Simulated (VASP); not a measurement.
# GaSb (I-4m2) in VASP: further runs

The runs below take GaSb through single point, with PBE.

Everything below comes from runs of VASP 6.6.1. Logs are shortened: lines on timing, memory, paths and dates and some standing lists are left out, and cuts for length are marked.

## (1) The cell of the first run

It takes space group I-4m2 (No. 119, tetragonal). Conventional cell: a = 5.144 Å, b = 5.144 Å, c = 3.542 Å, α = 90.00°, β = 90.00°, γ = 90.00°. Within 3.6 Å of Ga (site symmetry -4m2) lie 4 Sb at 2.72 Å and 2 Ga at 3.54 Å. Within 3.6 Å of Sb (site symmetry -4m2) lie 4 Ga at 2.72 Å and 2 Sb at 3.54 Å.

## (2) Single point, PBE

INCAR reads:

```
SYSTEM = GaSb
ALGO = Normal
EDIFF = 1E-6
ENCUT = 520
GGA = PE
ISIF = 2
ISMEAR = 0
LASPH = .True.
LCHARG = .True.
LELF = .True.
LREAL = .False.
LVHAR = .True.
LWAVE = .False.
NBANDS = 16
NELM = 80
PREC = Accurate
SIGMA = 0.15
```

KPOINTS reads:

```
k-points
0
Gamma
  16 16 16
  0 0 0
```

POSCAR reads:

```
GaSb
1.0
   -2.5721500000      2.5721500000      1.7708000000
    2.5721500000     -2.5721500000      1.7708000000
    2.5721500000      2.5721500000     -1.7708000000
Ga Sb
1 1
Direct
    0.2500000000      0.7500000000      0.5000000000
    0.0000000000      0.0000000000      0.0000000000
```

Potentials or basis: VASP PAW PBE potentials, release 64 (Ga_d, Sb).

Command:

```console
> cat potpaw_PBE.64/Ga_d/POTCAR potpaw_PBE.64/Sb/POTCAR > POTCAR
> mpirun -np 1 vasp_std > vasp.out
```

OUTCAR:

```text
SYSTEM = GaSb
   EDIFF = 1E-6
   ENCUT = 520
   GGA = PE
   ISIF = 2
   ISMEAR = 0
   LASPH = .True.
   LREAL = .False.
   NELM = 80
   PREC = Accurate

 ion  position               nearest neighbor table
   1  0.250  0.750  0.500-   2 2.72   2 2.72   2 2.72   2 2.72
   2  0.000  0.000  0.000-   1 2.72   1 2.72   1 2.72   1 2.72

  LATTYP: Found a body centered tetragonal cell.
 ALAT       =     5.1443000000
 C/A-ratio  =     0.6884512956

  Lattice vectors:

 A1 = (  -2.5721500000,   2.5721500000,   1.7708000000)
 A2 = (   2.5721500000,  -2.5721500000,   1.7708000000)
 A3 = (   2.5721500000,   2.5721500000,  -1.7708000000)

Analysis of symmetry for initial positions (statically):
=====================================================================
 Subroutine PRICEL returns:
 Original cell was already a primitive cell.

 Routine SETGRP: Setting up the symmetry group for a
 body centered tetragonal supercell.

 Subroutine GETGRP returns: Found  8 space group operations
 (whereof  8 operations were pure point group operations)
 out of a pool of 16 trial point group operations.

The static configuration has the point symmetry D_2d.

Analysis of symmetry for dynamics (positions and initial velocities):
=====================================================================
 Subroutine PRICEL returns:
 Original cell was already a primitive cell.

 Routine SETGRP: Setting up the symmetry group for a
 body centered tetragonal supercell.

 Subroutine GETGRP returns: Found  8 space group operations
 (whereof  8 operations were pure point group operations)
 out of a pool of 16 trial point group operations.

The dynamic configuration has the point symmetry D_2d.

 Subroutine INISYM returns: Found  8 space group operations
 (whereof  8 operations are pure point group operations),
 and found     1 'primitive' translations

----------------------------------------------------------------------------------------

                                     Primitive cell

  volume of cell :      46.8621

  direct lattice vectors                    reciprocal lattice vectors
    -2.572150000  2.572150000  1.770800000     0.000000000  0.194389907  0.282358256
     2.572150000 -2.572150000  1.770800000     0.194389907  0.000000000  0.282358256
     2.572150000  2.572150000 -1.770800000     0.194389907  0.194389907  0.000000000

  length of vectors
     4.045694487  4.045694487  4.045694487     0.342802598  0.342802598  0.274908843

  position of ions in fractional coordinates (direct lattice)
     0.250000000  0.750000000  0.500000000
     0.000000000  0.000000000  0.000000000

  ion indices of the primitive-cell ions
   primitive index   ion index
                 1           1
                 2           2

----------------------------------------------------------------------------------------

 KPOINTS: k-points

Automatic generation of k-mesh.
 Grid dimensions read from file:
 generate k-points for:   16   16   16

 Generating k-lattice:

  Cartesian coordinates                     Fractional coordinates (reciprocal lattice)
     0.000000000  0.012149369  0.017647391     0.062500000  0.000000000  0.000000000
     0.012149369  0.000000000  0.017647391     0.000000000  0.062500000  0.000000000
     0.012149369  0.012149369  0.000000000     0.000000000  0.000000000  0.062500000

  Length of vectors
     0.021425162  0.021425162  0.017181803

  Shift w.r.t. Gamma in fractional coordinates (k-lattice)
     0.000000000  0.000000000  0.000000000

 Subroutine IBZKPT returns following result:
 ===========================================

 Found    349 irreducible k-points:

 Following reciprocal coordinates:
            Coordinates               Weight
  0.000000  0.000000  0.000000      1.000000
  0.062500  0.000000  0.000000      8.000000
  0.125000  0.000000  0.000000      8.000000
  0.187500  0.000000 -0.000000      8.000000
  0.250000  0.000000  0.000000      8.000000
  0.312500  0.000000  0.000000      8.000000
[... 16 lines left out ...]
 -0.125000  0.062500  0.000000     16.000000
 -0.062500  0.062500  0.000000      4.000000
 [... further k-points ...]
   k-points           NKPTS =    349   k-points in BZ     NKDIM =    349   number of bands    NBANDS=     16
   number of dos      NEDOS =    301   number of ions     NIONS =      2
   total plane-waves  NPLWV =  27000
   dimension x,y,z NGX =    30 NGY =   30 NGZ =   30
   dimension x,y,z NGXF=    60 NGYF=   60 NGZF=   60
   ions per type =               1   1
   NGX,Y,Z   is equivalent  to a cutoff of  12.33, 12.33, 12.33 a.u.
   NGXF,Y,Z  is equivalent  to a cutoff of  24.66, 24.66, 24.66 a.u.
 SYSTEM =  GaSb
   PREC   = accura    normal or accurate (medium, high low for compatibility)
   ISTART =      0    job   : 0-new  1-cont  2-samecut
   ICHARG =      2    charge: 1-file 2-atom 10-const
   ISPIN  =      1    spin polarized calculation?
   LNONCOLLINEAR =      F non collinear calculations
   LSORBIT =      F    spin-orbit coupling
   LASPH  =      T    aspherical Exc in radial PAW
   ENCUT  =  520.0 eV  38.22 Ry    6.18 a.u.   7.52  7.52  7.52*2*pi/ulx,y,z
   NELM   =     80;   NELMIN=  2; NELMDL= -5     # of ELM steps
   EDIFF  = 0.1E-05   stopping-criterion for ELM
   LREAL  =      F    real-space projection
   EDIFFG = 0.1E-04   stopping-criterion for IOM
   NSW    =      0    number of steps for IOM
   IBRION =     -1    ionic relax: 0-MD 1-quasi-New 2-CG
   NFREE  =      0    steps in history (QN), initial steepest desc. (CG)
   ISIF   =      2    stress and relaxation
   ISYM   =      2    0-nonsym 1-usesym 2-fastsym
   POTIM  = 0.5000    time-step for ionic-motion
   TEBEG  =    0.0;   TEEND  =   0.0 temperature during run
   PSTRESS=    0.0 pullay stress
   NELECT =      18.0000    total number of electrons
   NUPDOWN=      -1.0000    fix difference up-down
   EMIN   =  10.00;   EMAX   =-10.00  energy-range for DOS
   EFERMI =   0.00;   METHOD = LEGACY
   ISMEAR =     0;   SIGMA  =   0.15  broadening in eV -4-tet -1-fermi 0-gaus
   EFERMI_NEDOS =   21; number of points for ismear=-14 and -15
   IALGO  =     38    algorithm
   IMIX   =      4    mixing-type and parameters
     AMIX     =   0.40;   BMIX     =  1.00
     AMIX_MAG =   1.60;   BMIX_MAG =  1.00
  volume/ion in A,a.u.               =      23.43       158.12
  Fermi-wavevector in a.u.,A,eV,Ry     =   1.190031  2.248833 19.268217  1.416174
  Thomas-Fermi vector in A             =   2.326125
   LORBIT       =      0    0 simple, 1 ext, 2 COOP (PROOUT), +10 PAW based schemes
   GGA     = PE    functional components
   LHFCALC =     F    Hartree Fock is set to
   AEXX    =    0.0000 exact exchange contribution
   IVDW    =     0    specifies the selected vdW correction
   LEPSILON=     F    determine dielectric tensor
   LRPA    =     F    only Hartree local field effects (RPA)
 non-spin polarized calculation
 Gauss-broadening in eV      SIGMA  =   0.15
  energy-cutoff  :      520.00
  volume of cell :       46.86
 maximum number of plane-waves:      1297
   NGX = 15   NGY = 15   NGZ = 15

 number of electron      18.0000007 magnetization

 Free energy of the ion-electron system (eV)
  ---------------------------------------------------
  ext. energy  EPLUGINS =         0.00000000
  ---------------------------------------------------
  free energy    TOTEN  =        -6.83231718 eV

  energy without entropy =       -6.82343595  energy(sigma->0) =       -6.82787657

 E-fermi :   6.8913     XC(G=0): -10.3308

 val. band max:        6.8802411631   @ k =   0.4375   0.4375   0.0625
 cond. band min:       6.8972381660   @ k =   0.3125   0.1250   0.0000
 fundamental gap:      0.0169970029
 Fermi energy:         6.8912765586

 k-point     1 :       0.0000    0.0000    0.0000
  band No.  band energies     occupation
      1      -8.1599      2.00000
      2      -8.1127      2.00000
      3      -8.1118      2.00000
      4      -8.1118      2.00000
      5      -8.0980      2.00000
      6      -5.3066      2.00000
[... 8 lines left out ...]
     15      15.3779      0.00000
     16      16.2007      0.00000

 k-point     2 :       0.0625    0.0000    0.0000
  band No.  band energies     occupation
      1      -8.1579      2.00000
      2      -8.1150      2.00000
      3      -8.1126      2.00000
      4      -8.1112      2.00000
      5      -8.0972      2.00000
      6      -5.2420      2.00000
[... 8 lines left out ...]
     15      15.6827      0.00000
     16      16.4697      0.00000

 k-point     3 :       0.1250    0.0000    0.0000
  band No.  band energies     occupation
      1      -8.1525      2.00000
      2      -8.1193      2.00000
      3      -8.1150      2.00000
      4      -8.1114      2.00000
      5      -8.0947      2.00000
      6      -5.0492      2.00000
[... 8 lines left out ...]
     15      16.0950      0.00000
     16      16.9117      0.00000

 k-point     4 :       0.1875    0.0000   -0.0000
  band No.  band energies     occupation
      1      -8.1464      2.00000
      2      -8.1237      2.00000
      3      -8.1189      2.00000
      4      -8.1119      2.00000
      5      -8.0905      2.00000
      6      -4.7311      2.00000
[... 8 lines left out ...]
     15      15.7216      0.00000
     16      17.6576      0.00000
[... 324 lines left out ...]
 k-point    22 :      -0.1875    0.0625    0.0000
  band No.  band energies     occupation
      1      -8.1515      2.00000
      2      -8.1222      2.00000
      3      -8.1152      2.00000
      4      -8.1095      2.00000
      5      -8.0927      2.00000
      6      -4.9253      2.00000
[... 8 lines left out ...]
     15      15.5837      0.00000
     16      16.4952      0.00000

 k-point    23 :      -0.1250    0.0625    0.0000
  band No.  band energies     occupation
      1      -8.1569      2.00000
      2      -8.1177      2.00000
      3      -8.1129      2.00000
      4      -8.1090      2.00000
      5      -8.0960      2.00000
      6      -5.1591      2.00000
[... 8 lines left out ...]
     15      15.3522      0.00000
     16      16.2468      0.00000

 k-point    24 :      -0.0625    0.0625    0.0000
  band No.  band energies     occupation
      1      -8.1594      2.00000
      2      -8.1150      2.00000
      3      -8.1121      2.00000
      4      -8.1096      2.00000
      5      -8.0974      2.00000
      6      -5.2650      2.00000
[... 8 lines left out ...]
     15      15.2054      0.00000
     16      16.0770      0.00000

 [... further k-points ...]
[... 5 lines left out ...]
  --------------------------------------------------------------------------------------
  -------------------------------------------------------------------------------------
  Total        1.8975254      1.8975254      0.0612186      0.0000000      0.0000000      0.0000000
  in kB       64.8748102     64.8748102      2.0930123      0.0000000      0.0000000      0.0000000
  external PRESSURE =      43.9475442 kB  Pullay stress =       0.0000000 kB

 VOLUME and BASIS-vectors are now :
 -----------------------------------------------------------------------------
  energy-cutoff  :      520.00
  volume of cell :       46.86
      direct lattice vectors                 reciprocal lattice vectors
    -2.572150000  2.572150000  1.770800000     0.000000000  0.194389907  0.282358256
     2.572150000 -2.572150000  1.770800000     0.194389907  0.000000000  0.282358256
     2.572150000  2.572150000 -1.770800000     0.194389907  0.194389907  0.000000000

 POSITION                                       TOTAL-FORCE (eV/Angst)
 -----------------------------------------------------------------------------------
      2.57215      0.00000      0.88540         0.000000     -0.000000      0.000000
      0.00000      0.00000      0.00000        -0.000000      0.000000     -0.000000
 -----------------------------------------------------------------------------------
    total drift:                                0.000001     -0.000001      0.000000

  FREE ENERGIE OF THE ION-ELECTRON SYSTEM (eV)
  ---------------------------------------------------
  free  energy   TOTEN  =        -6.8323171825 eV

  energy  without entropy=       -6.8234359539  energy(sigma->0) =       -6.82787657
```

Wall time 81 s (1 thread of Intel Xeon 6975P-C (Granite Rapids), shared host); peak memory 0.39 GiB.

What came out:

```yaml
Free_energy: -6.8323 eV
Pressure: 4.4 GPa
Band_gap_on_the_k_mesh: zero (band 9 reaches 9.02 eV, above the bottom of band 10 at 4.24 eV)
```

Caveat: spin-orbit coupling is left out, which moves the levels of the heavy elements.

(Part 1 of 2 ends here.)
